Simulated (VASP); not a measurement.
# BP (F-43m) in VASP: further runs, part 3 of 3

VASP 6.6.1. The steps go on from the part before.

### Step 4. Vibrations by perturbation theory, PBE

This run uses another cell than the first one, of 11.30 Å³/atom, 1.064 times its volume.

The input, INCAR:

```
PREC     = Accurate       # precision mode
ENCUT    = 520            # plane-wave cutoff, eV
EDIFF    = 1E-8           # SCF threshold, eV
ISMEAR   = 0              # smearing method
SIGMA    = 0.01           # smearing width, eV
LREAL    = F              # projectors in reciprocal space
LASPH    = T              # aspherical terms in the spheres
NELM     = 60             # most SCF steps
ALGO     = Normal         # electronic algorithm
ISIF     = 2              # what is computed and relaxed
LWAVE    = F              # write WAVECAR
LCHARG   = F              # write CHGCAR
GGA      = PE             # functional
IBRION   = 8              # ionic algorithm
NSW      = 1              # ionic steps
LEPSILON = T              # dielectric tensor by DFPT
```

The input, KPOINTS:

```
Automatic mesh
0
Gamma
  10 10 10
```

The input, POSCAR:

```
BP
1.0
    0.0000000000      2.2440585177      2.2440585177
    2.2440585177      0.0000000000      2.2440585177
    2.2440585177      2.2440585177      0.0000000000
B P
1 1
Direct
    0.0000000000      0.0000000000      0.0000000000
    0.7500000000      0.7500000000      0.7500000000
```

Potentials or basis: VASP PAW PBE potentials, release 64 (B, P).

The run is started by

```console
$ cat potpaw_PBE.64/B/POTCAR potpaw_PBE.64/P/POTCAR > POTCAR
$ mpirun -np 1 vasp_std > vasp.out
```

OUTCAR:

```text
PREC = Accurate
   ENCUT = 520
   EDIFF = 1E-8
   ISMEAR = 0
   LREAL = F
   LASPH = T
   NELM = 60
   ISIF = 2
   GGA = PE
   IBRION = 8
   NSW = 1
   LEPSILON = T

 ion  position               nearest neighbor table
   1  0.000  0.000  0.000-   2 1.94   2 1.94   2 1.94   2 1.94
   2  0.750  0.750  0.750-   1 1.94   1 1.94   1 1.94   1 1.94

  LATTYP: Found a face centered cubic cell.
 ALAT       =     4.4881170354

  Lattice vectors:

 A1 = (   0.0000000000,   2.2440585177,   2.2440585177)
 A2 = (   2.2440585177,   0.0000000000,   2.2440585177)
 A3 = (   2.2440585177,   2.2440585177,   0.0000000000)

Analysis of symmetry for initial positions (statically):
=====================================================================
 Subroutine PRICEL returns:
 Original cell was already a primitive cell.

 Routine SETGRP: Setting up the symmetry group for a
 face centered cubic supercell.

 Subroutine GETGRP returns: Found 24 space group operations
 (whereof 24 operations were pure point group operations)
 out of a pool of 48 trial point group operations.

The static configuration has the point symmetry T_d .

Analysis of symmetry for dynamics (positions and initial velocities):
=====================================================================
 Subroutine PRICEL returns:
 Original cell was already a primitive cell.

 Routine SETGRP: Setting up the symmetry group for a
 face centered cubic supercell.

 Subroutine GETGRP returns: Found 24 space group operations
 (whereof 24 operations were pure point group operations)
 out of a pool of 48 trial point group operations.

The dynamic configuration has the point symmetry T_d .

 Subroutine INISYM returns: Found 24 space group operations
 (whereof 24 operations are pure point group operations),
 and found     1 'primitive' translations

----------------------------------------------------------------------------------------

                                     Primitive cell

  volume of cell :      22.6013

  direct lattice vectors                    reciprocal lattice vectors
     0.000000000  2.244058518  2.244058518    -0.222810589  0.222810589  0.222810589
     2.244058518  0.000000000  2.244058518     0.222810589 -0.222810589  0.222810589
     2.244058518  2.244058518  0.000000000     0.222810589  0.222810589 -0.222810589

  length of vectors
     3.173577990  3.173577990  3.173577990     0.385919261  0.385919261  0.385919261

  position of ions in fractional coordinates (direct lattice)
     0.000000000  0.000000000  0.000000000
     0.750000000  0.750000000  0.750000000

  ion indices of the primitive-cell ions
[... 451 lines left out ...]
 -----------------------------------------------------------------------------
    -0.00043 -0.16373  0.00000
    -0.16373 -0.00043  0.00000
     0.00000  0.00000  0.00008

--------------------------------------- Ionic step        4  -------------------------------------------

------------------------ aborting loop because EDIFF is reached ----------------------------------------

[... ionic steps 5 to 6 ...]

--------------------------------------- Ionic step        7  -------------------------------------------

 Free energy of the ion-electron system (eV)
  ---------------------------------------------------
  ---------------------------------------------------
  free energy    TOTEN  =        -0.04089764 eV

  energy without entropy =       -0.04089764

------------------------ aborting loop because EDIFF is reached ----------------------------------------

 INTERNAL STRAIN TENSOR  FOR ION    2  DIRECTION 1   (eV/Angst):
 -----------------------------------------------------------------------------
    -0.00875  0.00000  0.00000
     0.00000  0.00725  8.24001
     0.00000  8.24001  0.00725

 MACROSCOPIC STATIC DIELECTRIC TENSOR (including local field effects in DFT)
 ------------------------------------------------------
           9.261823     0.000000     0.000000
           0.000000     9.261823    -0.000000
           0.000000     0.000000     9.261823
 ------------------------------------------------------

 PIEZOELECTRIC TENSOR (including local field effects)  for field in x, y, z        (e  Angst)
          XX          YY          ZZ          XY          YZ          ZX
  --------------------------------------------------------------------------------
  x    -0.00000    -0.00000     0.00000     0.00000    -0.22691     0.00000
  y    -0.00000    -0.00000     0.00000     0.00000     0.00000    -0.22691
  z     0.00000     0.00000    -0.00000    -0.22691     0.00000     0.00000

 PIEZOELECTRIC TENSOR (including local field effects)  for field in x, y, z        (C/m^2)
          XX          YY          ZZ          XY          YZ          ZX
  --------------------------------------------------------------------------------
  x    -0.00000    -0.00000     0.00000     0.00000    -0.16085     0.00000
  y    -0.00000    -0.00000     0.00000     0.00000     0.00000    -0.16085
  z     0.00000     0.00000    -0.00000    -0.16085     0.00000     0.00000

 BORN EFFECTIVE CHARGES (including local field effects) (in |e|, cummulative output)
 ---------------------------------------------------------------------------------
 ion    1
    1    -0.60272     0.00000     0.00000
    2     0.00000    -0.60272     0.00000
    3    -0.00000     0.00000    -0.60272
 ion    2
    1     0.60272     0.00000     0.00000
    2     0.00000     0.60272     0.00000
    3     0.00000     0.00000     0.60272

 INTERNAL STRAIN TENSOR FOR ION    2 for displacements in x,y,z  (eV/Angst):
          X           Y           Z          XY          YZ          ZX
  --------------------------------------------------------------------------------
  x    -0.00000    -0.00000     0.00000     0.00000     8.24001     0.00000
  y    -0.00000    -0.00000     0.00000     0.00000     0.00000     8.24001
  z    -0.00000     0.00000    -0.00000     8.24001     0.00000     0.00000

 SECOND DERIVATIVES (NOT SYMMETRIZED)
 ------------------------------------
               1X          1Y          1Z          2X          2Y          2Z
  1X   -20.349881    0.000000    0.000000   20.349881    0.000000    0.000000
  1Y     0.000000  -20.349881    0.000000    0.000000   20.349881    0.000000
  1Z     0.000000    0.000000  -20.349881    0.000000    0.000000   20.349881
  2X    20.350123    0.000000    0.000000  -20.350123    0.000000    0.000000
  2Y     0.000000   20.350123    0.000000    0.000000  -20.350123    0.000000
  2Z     0.000000    0.000000   20.350123    0.000000    0.000000  -20.350123

 Eigenvectors and eigenvalues of the dynamical matrix
 ----------------------------------------------------

   1 f  =   24.912135 THz   156.527562 2PiTHz  830.979383 cm-1   103.028266 meV
             X         Y         Z           dx          dy          dz
      0.000000  0.000000  0.000000    -0.841043    0.184162    0.000000
      3.366088  3.366088  3.366088     0.496884   -0.108802    0.000000
[... 21 lines left out ...]
   6 f/i=    0.000065 THz     0.000407 2PiTHz    0.002161 cm-1     0.000268 meV
             X         Y         Z           dx          dy          dz
      0.000000  0.000000  0.000000     0.063198    0.244261    0.441672
      3.366088  3.366088  3.366088     0.106971    0.413444    0.747589

--------------------------------------------------------------------------------------------------------

 MACROSCOPIC STATIC DIELECTRIC TENSOR IONIC CONTRIBUTION
 ------------------------------------------------------
           0.142924    -0.000000     0.000000
          -0.000000     0.142924     0.000000
           0.000000     0.000000     0.142924
 ------------------------------------------------------

 ELASTIC MODULI CONTR FROM IONIC RELAXATION (kBar)
 Direction    XX          YY          ZZ          XY          YZ          ZX
 --------------------------------------------------------------------------------
 XX          -0.0000     -0.0000      0.0000      0.0000      0.0000      0.0000
 YY          -0.0000     -0.0000      0.0000     -0.0000      0.0000      0.0000
 ZZ           0.0000      0.0000     -0.0000      0.0000     -0.0000     -0.0000
 XY           0.0000     -0.0000      0.0000   -249.8337     -0.0000     -0.0000
 YZ           0.0000      0.0000     -0.0000     -0.0000   -249.8337      0.0000
 ZX           0.0000      0.0000     -0.0000     -0.0000      0.0000   -249.8337
 --------------------------------------------------------------------------------

 PIEZOELECTRIC TENSOR IONIC CONTR  for field in x, y, z        (C/m^2)
          XX          YY          ZZ          XY          YZ          ZX
  --------------------------------------------------------------------------------
  x    -0.00000    -0.00000     0.00000     0.00000     0.17781    -0.00000
  y    -0.00000    -0.00000     0.00000     0.00000    -0.00000     0.17781
  z    -0.00000     0.00000    -0.00000     0.17781     0.00000     0.00000
```

Run time: 59 s. Hardware: 1 thread of Intel Xeon 6975P-C (Granite Rapids), shared host; peak memory 0.2 GiB.

What came out:

- Electronic dielectric tensor (diagonal): 9.26
- Born charges (mean of the diagonal): B -0.60; P +0.60 e
- Highest phonon frequency at Γ, LO-TO splitting left out: 831 cm⁻¹

Phonon frequencies in cm⁻¹ (negative: imaginary):
| q point | frequencies |
| --- | --- |
| (0.000, 0.000, 0.000) | 0 0 0 831 831 831 |

Electronic dielectric tensor:
```
9.26 0.00 0.00
0.00 9.26 0.00
0.00 0.00 9.26
```

Born effective charge tensors (e):
atom 1, B
```
-0.60  0.00  0.00
 0.00 -0.60  0.00
 0.00  0.00 -0.60
```
atom 2, P
```
0.60 0.00 0.00
0.00 0.60 0.00
0.00 0.00 0.60
```

Caveat: the cell wasn't relaxed at this level first, which shifts response properties.
